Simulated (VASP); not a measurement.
# WC (P6/mmm) in VASP: notebook

The runs below take WC through single point, relaxation of cell and atoms, with PBE.

Everything below comes from runs of VASP 6.6.1. Logs are shortened: lines on timing, memory, paths and dates and some standing lists are left out, and cuts for length are marked.

## 1. The cell of the first run

Symmetry: P6/mmm, No. 191, hexagonal system. Conventional cell: a = 5.282 Å, b = 5.282 Å, c = 3.099 Å, α = 90.00°, β = 90.00°, γ = 120.00°. Within 2.9 Å of W (site symmetry mmm) lie 6 C at 2.17 to 2.64 Å and 4 W at 2.64 Å. Within 3.5 Å of C (site symmetry 6/mmm) lie 6 W at 2.64 Å and 14 C at 3.10 to 3.42 Å. C (site symmetry -6m2) has 6 W at 2.17 Å within 2.9 Å.

## 2. Single point, PBE

File INCAR:

```
SYSTEM = WC
  PREC = Accurate
  ENCUT = 520
  EDIFF = 1E-6
  ISMEAR = 0
  SIGMA = 0.1
  LREAL = .FALSE.
  LASPH = .TRUE.
  NELM = 60
  ALGO = Normal
  ISIF = 2
  LWAVE = .FALSE.
  LCHARG = .FALSE.
  GGA = PE
  NBANDS = 36
```

File KPOINTS:

```
regular mesh
0
G
  6 6 4
  0 0 0
```

File POSCAR:

```
WC
1.0
    5.2822772774      0.0000000032      0.0000000000
   -2.6411386415      4.5745863105      0.0000000000
    0.0000000000      0.0000000000      3.0986115151
W C
3 3
Direct
    0.5000000000      0.0000000000      0.0000000000
    0.5000000000      0.5000000000      0.0000000000
    0.0000000000      0.5000000000      0.0000000000
    0.0000000000      0.0000000000      0.0000000000
    0.3333333333      0.6666666667      0.5000000000
    0.6666666667      0.3333333333      0.5000000000
```

Potentials or basis: VASP PAW PBE potentials, release 64 (W_sv, C).

Run with:

```console
> cat potpaw_PBE.64/W_sv/POTCAR potpaw_PBE.64/C/POTCAR > POTCAR
> mpirun -np 1 vasp_std > vasp.out
```

OUTCAR:

```text
SYSTEM = WC
   PREC = Accurate
   ENCUT = 520
   EDIFF = 1E-6
   ISMEAR = 0
   LREAL = .FALSE.
   LASPH = .TRUE.
   NELM = 60
   ISIF = 2
   GGA = PE

 ion  position               nearest neighbor table
   1  0.500  0.000  0.000-   5 2.17   6 2.17   5 2.17   6 2.17   4 2.64   4 2.64   3 2.64   3 2.64
                             2 2.64   2 2.64
   2  0.500  0.500  0.000-   5 2.17   6 2.17   5 2.17   6 2.17   3 2.64   3 2.64   4 2.64   4 2.64
                             1 2.64   1 2.64
   3  0.000  0.500  0.000-   5 2.17   6 2.17   5 2.17   6 2.17   2 2.64   2 2.64   1 2.64   1 2.64
                             4 2.64   4 2.64
   4  0.000  0.000  0.000-   1 2.64   1 2.64   2 2.64   2 2.64   3 2.64   3 2.64
   5  0.333  0.667  0.500-   3 2.17   3 2.17   1 2.17   1 2.17   2 2.17   2 2.17
   6  0.667  0.333  0.500-   3 2.17   3 2.17   1 2.17   1 2.17   2 2.17   2 2.17

  LATTYP: Found a hexagonal cell.
 ALAT       =     5.2822772774
 C/A-ratio  =     0.5866052372

  Lattice vectors:

 A1 = (   5.2822772774,   0.0000000032,   0.0000000000)
 A2 = (  -2.6411386415,   4.5745863105,   0.0000000000)
 A3 = (   0.0000000000,   0.0000000000,   3.0986115151)

Analysis of symmetry for initial positions (statically):
=====================================================================
 Subroutine PRICEL returns:
 Original cell was already a primitive cell.

 Routine SETGRP: Setting up the symmetry group for a
 hexagonal supercell.

 Subroutine GETGRP returns: Found 24 space group operations
 (whereof 24 operations were pure point group operations)
 out of a pool of 24 trial point group operations.

The static configuration has the point symmetry D_6h.

Analysis of symmetry for dynamics (positions and initial velocities):
=====================================================================
 Subroutine PRICEL returns:
 Original cell was already a primitive cell.

 Routine SETGRP: Setting up the symmetry group for a
 hexagonal supercell.

 Subroutine GETGRP returns: Found 24 space group operations
 (whereof 24 operations were pure point group operations)
 out of a pool of 24 trial point group operations.

The dynamic configuration has the point symmetry D_6h.

 Subroutine INISYM returns: Found 24 space group operations
 (whereof 24 operations are pure point group operations),
 and found     1 'primitive' translations

----------------------------------------------------------------------------------------

                                     Primitive cell

  volume of cell :      74.8756

  direct lattice vectors                    reciprocal lattice vectors
     5.282277277  0.000000003  0.000000000     0.189312288  0.109299501  0.000000000
    -2.641138641  4.574586310  0.000000000    -0.000000000  0.218599001  0.000000000
     0.000000000  0.000000000  3.098611515     0.000000000  0.000000000  0.322725193

  length of vectors
     5.282277277  5.282277277  3.098611515     0.218599001  0.218599001  0.322725193

  position of ions in fractional coordinates (direct lattice)
     0.500000000  1.000000000  0.000000000
     0.500000000  0.500000000  0.000000000
     0.000000000  0.500000000  0.000000000
     0.000000000  0.000000000  0.000000000
     0.333333333  0.666666667  0.500000000
     0.666666667  0.333333333  0.500000000

  ion indices of the primitive-cell ions
   primitive index   ion index
                 1           1
                 2           2
                 3           3
                 4           4
                 5           5
                 6           6

----------------------------------------------------------------------------------------

 KPOINTS: regular mesh

Automatic generation of k-mesh.
 Grid dimensions read from file:
 generate k-points for:    6    6    4

 Generating k-lattice:

  Cartesian coordinates                     Fractional coordinates (reciprocal lattice)
     0.031552048  0.018216583  0.000000000     0.166666667  0.000000000  0.000000000
    -0.000000000  0.036433167  0.000000000    -0.000000000  0.166666667  0.000000000
     0.000000000  0.000000000  0.080681298     0.000000000  0.000000000  0.250000000

  Length of vectors
     0.036433167  0.036433167  0.080681298

  Shift w.r.t. Gamma in fractional coordinates (k-lattice)
     0.000000000  0.000000000  0.000000000

 Subroutine IBZKPT returns following result:
 ===========================================

 Found     21 irreducible k-points:

 Following reciprocal coordinates:
            Coordinates               Weight
  0.000000  0.000000  0.000000      1.000000
  0.166667  0.000000  0.000000      6.000000
  0.333333  0.000000  0.000000      6.000000
  0.500000  0.000000  0.000000      3.000000
  0.166667  0.166667  0.000000      6.000000
  0.333333  0.166667  0.000000     12.000000
[... 13 lines left out ...]
  0.333333  0.166667  0.500000     12.000000
  0.333333  0.333333  0.500000      2.000000
   k-points           NKPTS =     21   k-points in BZ     NKDIM =     21   number of bands    NBANDS=     36
   number of dos      NEDOS =    301   number of ions     NIONS =      6
   total plane-waves  NPLWV =  38400
   dimension x,y,z NGX =    40 NGY =   40 NGZ =   24
   dimension x,y,z NGXF=    80 NGYF=   80 NGZF=   48
   ions per type =               3   3
   NGX,Y,Z   is equivalent  to a cutoff of  12.59, 12.59, 12.88 a.u.
   NGXF,Y,Z  is equivalent  to a cutoff of  25.18, 25.18, 25.75 a.u.
 SYSTEM =  WC
   PREC   = accura    normal or accurate (medium, high low for compatibility)
   ISTART =      0    job   : 0-new  1-cont  2-samecut
   ICHARG =      2    charge: 1-file 2-atom 10-const
   ISPIN  =      1    spin polarized calculation?
   LNONCOLLINEAR =      F non collinear calculations
   LSORBIT =      F    spin-orbit coupling
   LASPH  =      T    aspherical Exc in radial PAW
   ENCUT  =  520.0 eV  38.22 Ry    6.18 a.u.   9.82  9.82  5.76*2*pi/ulx,y,z
   NELM   =     60;   NELMIN=  2; NELMDL= -5     # of ELM steps
   EDIFF  = 0.1E-05   stopping-criterion for ELM
   LREAL  =      F    real-space projection
   EDIFFG = 0.1E-04   stopping-criterion for IOM
   NSW    =      0    number of steps for IOM
   IBRION =     -1    ionic relax: 0-MD 1-quasi-New 2-CG
   NFREE  =      0    steps in history (QN), initial steepest desc. (CG)
   ISIF   =      2    stress and relaxation
   ISYM   =      2    0-nonsym 1-usesym 2-fastsym
   POTIM  = 0.5000    time-step for ionic-motion
   TEBEG  =    0.0;   TEEND  =   0.0 temperature during run
   PSTRESS=    0.0 pullay stress
   NELECT =      54.0000    total number of electrons
   NUPDOWN=      -1.0000    fix difference up-down
   EMIN   =  10.00;   EMAX   =-10.00  energy-range for DOS
   EFERMI =   0.00;   METHOD = LEGACY
   ISMEAR =     0;   SIGMA  =   0.10  broadening in eV -4-tet -1-fermi 0-gaus
   EFERMI_NEDOS =   21; number of points for ismear=-14 and -15
   IALGO  =     38    algorithm
   IMIX   =      4    mixing-type and parameters
     AMIX     =   0.40;   BMIX     =  1.00
     AMIX_MAG =   1.60;   BMIX_MAG =  1.00
  volume/ion in A,a.u.               =      12.48        84.21
  Fermi-wavevector in a.u.,A,eV,Ry     =   1.468113  2.774331 29.325380  2.155355
  Thomas-Fermi vector in A             =   2.583649
   LORBIT       =      0    0 simple, 1 ext, 2 COOP (PROOUT), +10 PAW based schemes
   GGA     = PE    functional components
   LHFCALC =     F    Hartree Fock is set to
   AEXX    =    0.0000 exact exchange contribution
   IVDW    =     0    specifies the selected vdW correction
   LEPSILON=     F    determine dielectric tensor
   LRPA    =     F    only Hartree local field effects (RPA)
 non-spin polarized calculation
 Gauss-broadening in eV      SIGMA  =   0.10
  energy-cutoff  :      520.00
  volume of cell :       74.88
 maximum number of plane-waves:      2040
 NGX is ok and might be reduce to    40
   NGX = 19   NGY = 19   NGZ = 11

 number of electron      53.9999995 magnetization

 Free energy of the ion-electron system (eV)
  ---------------------------------------------------
  ext. energy  EPLUGINS =         0.00000000
  ---------------------------------------------------
  free energy    TOTEN  =       -59.67553940 eV

  energy without entropy =      -59.65660509  energy(sigma->0) =      -59.66607225

 E-fermi :   9.2757     XC(G=0): -12.5551

 val. band max:        9.2560091218   @ k =   0.3333   0.0000   0.5000
 cond. band min:       9.3016422609   @ k =   0.3333   0.3333   0.5000
 fundamental gap:      0.0456331391
 Fermi energy:         9.2756580181

 k-point     1 :       0.0000    0.0000    0.0000
  band No.  band energies     occupation
      1     -65.6594      2.00000
      2     -65.5159      2.00000
      3     -65.5159      2.00000
      4     -30.9750      2.00000
      5     -30.2361      2.00000
      6     -30.2361      2.00000
[... 28 lines left out ...]
     35      11.6812      0.00000
     36      15.0730      0.00000

 k-point     2 :       0.1667    0.0000    0.0000
  band No.  band energies     occupation
      1     -65.6510      2.00000
      2     -65.5244      2.00000
      3     -65.5159      2.00000
      4     -30.8940      2.00000
      5     -30.2257      2.00000
      6     -30.1804      2.00000
[... 28 lines left out ...]
     35      12.2387      0.00000
     36      14.3441      0.00000

 k-point     3 :       0.3333    0.0000    0.0000
  band No.  band energies     occupation
      1     -65.6293      2.00000
      2     -65.5464      2.00000
      3     -65.5159      2.00000
      4     -30.7016      2.00000
      5     -30.1699      2.00000
      6     -30.0267      2.00000
[... 28 lines left out ...]
     35      13.0130      0.00000
     36      13.5271      0.00000

 k-point     4 :       0.5000    0.0000    0.0000
  band No.  band energies     occupation
      1     -65.6119      2.00000
      2     -65.5640      2.00000
      3     -65.5159      2.00000
      4     -30.5870      2.00000
      5     -29.9979      2.00000
      6     -29.9353      2.00000
[... 28 lines left out ...]
     35      13.0454      0.00000
     36      14.3294      0.00000

 k-point     5 :       0.1667    0.1667    0.0000
  band No.  band energies     occupation
      1     -65.6357      2.00000
      2     -65.5400      2.00000
      3     -65.5159      2.00000
      4     -30.7501      2.00000
      5     -30.2114      2.00000
      6     -30.0641      2.00000
[... 538 lines left out ...]
 k-point    19 :       0.1667    0.1667    0.5000
  band No.  band energies     occupation
      1     -65.6229      2.00000
      2     -65.5278      2.00000
      3     -65.5038      2.00000
      4     -30.6947      2.00000
      5     -30.1738      2.00000
      6     -30.1090      2.00000
[... 28 lines left out ...]
     35      12.8292      0.00000
     36      13.2560      0.00000

 k-point    20 :       0.3333    0.1667    0.5000
  band No.  band energies     occupation
      1     -65.5993      2.00000
      2     -65.5517      2.00000
      3     -65.5038      2.00000
      4     -30.4996      2.00000
      5     -30.1197      2.00000
      6     -30.0620      2.00000
[... 28 lines left out ...]
     35      13.3182      0.00000
     36      13.9997      0.00000

 k-point    21 :       0.3333    0.3333    0.5000
  band No.  band energies     occupation
      1     -65.5755      2.00000
      2     -65.5755      2.00000
      3     -65.5039      2.00000
      4     -30.2704      2.00000
      5     -30.2704      2.00000
      6     -30.0147      2.00000
[... 28 lines left out ...]
     35      13.8513      0.00000
     36      13.8513      0.00000

------------------------ aborting loop because EDIFF is reached ----------------------------------------

  FORCE on cell =-STRESS in cart. coord.  units (eV):
  Direction    XX          YY          ZZ          XY          YZ          ZX
  --------------------------------------------------------------------------------------
  -------------------------------------------------------------------------------------
  Total        0.4135754      0.4135754      0.3499211     -0.0000000     -0.0000000     -0.0000000
  in kB        8.8496303      8.8496303      7.4875644     -0.0000000     -0.0000000     -0.0000000
  external PRESSURE =       8.3956084 kB  Pullay stress =       0.0000000 kB

 VOLUME and BASIS-vectors are now :
 -----------------------------------------------------------------------------
  energy-cutoff  :      520.00
  volume of cell :       74.88
      direct lattice vectors                 reciprocal lattice vectors
     5.282277277  0.000000003  0.000000000     0.189312288  0.109299501  0.000000000
    -2.641138641  4.574586310  0.000000000    -0.000000000  0.218599001  0.000000000
     0.000000000  0.000000000  3.098611515     0.000000000  0.000000000  0.322725193

 POSITION                                       TOTAL-FORCE (eV/Angst)
 -----------------------------------------------------------------------------------
      2.64114      0.00000      0.00000        -0.000000     -0.000000      0.000000
      1.32057      2.28729      0.00000        -0.000000     -0.000000      0.000000
     -1.32057      2.28729      0.00000        -0.000000     -0.000000      0.000000
      0.00000      0.00000      0.00000        -0.000000     -0.000000      0.000000
     -0.00000      3.04972      1.54931        -0.000000      0.000000      0.000000
      2.64114      1.52486      1.54931         0.000000     -0.000000     -0.000000
 -----------------------------------------------------------------------------------
    total drift:                               -0.000000      0.000000     -0.000000

  FREE ENERGIE OF THE ION-ELECTRON SYSTEM (eV)
  ---------------------------------------------------
  free  energy   TOTEN  =       -59.6755393971 eV

  energy  without entropy=      -59.6566050943  energy(sigma->0) =      -59.66607225
```

Run time: 1.9 min. Hardware: 1 thread of AMD EPYC 7R13, shared host; peak memory 0.18 GiB.

Results:

```yaml
Free_energy: -59.6755 eV
Pressure: 0.8 GPa
Band_gap_on_the_k_mesh: zero (band 27 reaches 10.09 eV, above the bottom of band 28 at 8.60 eV)
```

Stress tensor (GPa, compression positive):
```
0.88 0.00 0.00
0.00 0.88 0.00
0.00 0.00 0.75
```

Caveat: the k points lie up to 0.51 Å⁻¹ apart; spin-orbit coupling is left out, which moves the levels of the heavy elements.

## 3. Relaxation of cell and atoms, PBE

This run uses another cell than the first one, of 13.10 Å³/atom, 1.050 times its volume.

File INCAR:

```
SYSTEM = WC
PREC     = Accurate       ! precision mode
ENCUT    = 600            ! plane-wave cutoff, eV
EDIFF    = 1E-6           ! SCF threshold, eV
ISMEAR   = 0              ! smearing method
SIGMA    = 0.1            ! smearing width, eV
LREAL    = .FALSE.        ! projectors in reciprocal space
LASPH    = .TRUE.         ! aspherical terms in the spheres
NELM     = 80             ! most SCF steps
ALGO     = Normal         ! electronic algorithm
ISIF     = 3              ! what is computed and relaxed
LWAVE    = .FALSE.        ! write WAVECAR
LCHARG   = .FALSE.        ! write CHGCAR
GGA      = PE             ! functional
IBRION   = 2              ! ionic algorithm
NSW      = 90             ! ionic steps
EDIFFG   = -0.04          ! ionic threshold
```

KPOINTS is that of step 2.

File POSCAR:

```
WC
1.0
    4.7868340500      0.0000000000      0.0000000000
   -2.3934170300      4.1455198900      0.0000000000
    0.0000000000      0.0000000000      3.9618423800
W C
3 3
Direct
    0.5000000000      0.0000000000      0.0000000000
    0.5000000000      0.5000000000      0.0000000000
    0.0000000000      0.5000000000      0.0000000000
    0.0000000000      0.0000000000      0.0000000000
    0.3333333300      0.6666666700      0.5000000000
    0.6666666700      0.3333333300      0.5000000000
```

Potentials or basis: VASP PAW PBE potentials, release 64 (W_sv, C).

Run with:

```console
> cat potpaw_PBE.64/W_sv/POTCAR potpaw_PBE.64/C/POTCAR > POTCAR
> mpirun -np 1 vasp_std > vasp.out
```

Wall time 17 min (1 thread of AMD EPYC 7R13, shared host); peak memory 0.23 GiB.

It converged, with:

```
Free energy                            : -59.6792 eV
Relaxed volume                         : 12.52 Å³/atom
Relaxed cell                           : a = 5.287 Å, b = 5.287 Å, c = 3.102 Å, α = 90.00°, β = 90.00°, γ = 120.00°
Space group after relaxing (to 0.05 Å) : P6/mmm (No. 191)
Energy gained by relaxing              : 726.0 meV/atom
Ionic steps                            : 12
Pressure after relaxing                : 0.0 GPa
Band gap on the k mesh                 : zero (band 27 reaches 10.05 eV, above the bottom of band 28 at 8.56 eV)
```

Stress tensor (GPa, compression positive):
```
 0.07  0.00  0.00
 0.00  0.07  0.00
 0.00  0.00 -0.09
```

Step by step:
```tsv
step	energy change (eV)	largest force (eV/Å)	pressure (GPa)	volume (Å³)
1	0.0000	0.0000	9.89	78.62
2	-3.5559	0.0000	-22.91	83.82
3	-3.6188	0.0000	-22.63	83.19
4	-3.6140	0.0000	-22.11	83.01
5	-2.6597	0.0000	55.01	65.24
6	-4.3215	0.0000	-0.58	75.24
7	-4.3289	0.0000	1.50	74.69
8	-4.3294	0.0000	2.20	74.50
9	-4.3512	0.0000	1.95	74.60
10	-4.3527	0.0000	1.94	74.58
11	-4.3485	0.0000	-2.87	75.89
12	-4.3558	0.0000	0.02	75.09
```

Final structure:
```
W C
1.0
     5.28707    0.00000    0.00000
    -2.64353    4.57874    0.00000
     0.00000    0.00000    3.10186
W C
3 3
Direct
  0.50000 0.00000 0.00000
  0.50000 0.50000 0.00000
  0.00000 0.50000 0.00000
  0.00000 0.00000 0.00000
  0.33333 0.66667 0.50000
  0.66667 0.33333 0.50000
```

Levels at points of the mesh, in eV from the Fermi level:
```tsv
k point	band 23	band 24	band 25	band 26	band 27	band 28	band 29	band 30	band 31	band 32
(0.00, 0.00, 0.00)	-3.50	-1.87	-1.08	-1.08	-0.36	-0.36	0.14	1.16	1.16	1.35
(0.50, 0.00, 0.00)	-3.77	-3.62	-1.35	-1.02	0.24	0.36	0.38	0.49	0.96	1.83
(0.00, 0.00, 0.50)	-2.96	-2.04	-1.49	-1.49	-0.67	-0.67	0.18	0.88	1.39	1.45
(0.50, 0.00, 0.50)	-3.34	-2.61	-1.37	-1.34	0.22	0.62	0.83	0.86	0.95	1.54
```

Caveat: the k points lie up to 0.51 Å⁻¹ apart in the final cell; spin-orbit coupling is left out, which moves the levels of the heavy elements.
